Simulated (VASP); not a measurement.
# BePd: electric field gradients with LDA

The system is BePd.

```xyz
2
Lattice="2.8130 0.0000 0.0000 0.0000 2.8130 0.0000 0.0000 0.0000 2.8693" Properties=species:S:1:pos:R:3 pbc="T T T"
Be    0.0000    0.0000    0.0000
Pd    1.4065    1.4065    1.4346
```

This cell differs from its parent crystal: zz strain of +2 %.

```json
{
  "Program": "VASP 6.6.1",
  "Task": "electric field gradients",
  "Functional": "LDA",
  "Potentials or basis": "VASP PAW LDA potentials, release 64 (Be, Pd)",
  "Cutoff": "520 eV",
  "k mesh": "12 × 12 × 12",
  "Occupations": "fermi-dirac, width 0.08 eV",
  "Spin": "no spin polarisation",
  "Dipole correction": "no",
  "Further INCAR settings": "ALGO = Normal; EDIFF = 1e-08; NBANDS = 13"
}
```

The pressure is -10.6 GPa and the band gap on the k mesh is zero (band 6 reaches 14.11 eV, above the bottom of band 7 at 8.10 eV).

Stress tensor (GPa, compression positive):
```
-10.30   0.00   0.00
  0.00 -10.30   0.00
  0.00   0.00 -11.07
```

Levels at points of the mesh, in eV from the Fermi level:
```tsv
k point	band 4	band 5	band 6	band 7	band 8	band 9
(0.00, 0.00, 0.00)	-2.31	-2.31	-2.23	4.89	5.45	5.45
(0.50, 0.00, 0.00)	-3.93	-3.74	-2.17	0.06	9.80	10.08
(0.50, 0.50, 0.00)	-3.36	-1.71	-1.71	-1.21	5.50	6.08
(0.00, 0.00, 0.50)	-3.72	-3.72	-2.11	-0.24	10.00	10.00
(0.50, 0.00, 0.50)	-3.19	-1.87	-1.78	-1.31	5.22	5.89
(0.50, 0.50, 0.50)	-1.26	-1.15	4.71	5.52	5.53	5.53
```

Electric field gradients, principal values (V/Å²):
```
atom   least  middle  greatest (by size)
1 Be   0.125   0.125              -0.250
2 Pd  -4.688  -4.688               9.376
```

Wall time 33 s on 1 thread of AMD EPYC 7R13 Processor (Zen 3), with other jobs on the host, peak memory 0.14 GiB.

Caveat: the cell differs from its parent crystal (zz strain of +2 %); without QUAD_EFG the Cq values of the log hold for a quadrupole moment of 1 mb, not for the nuclei.
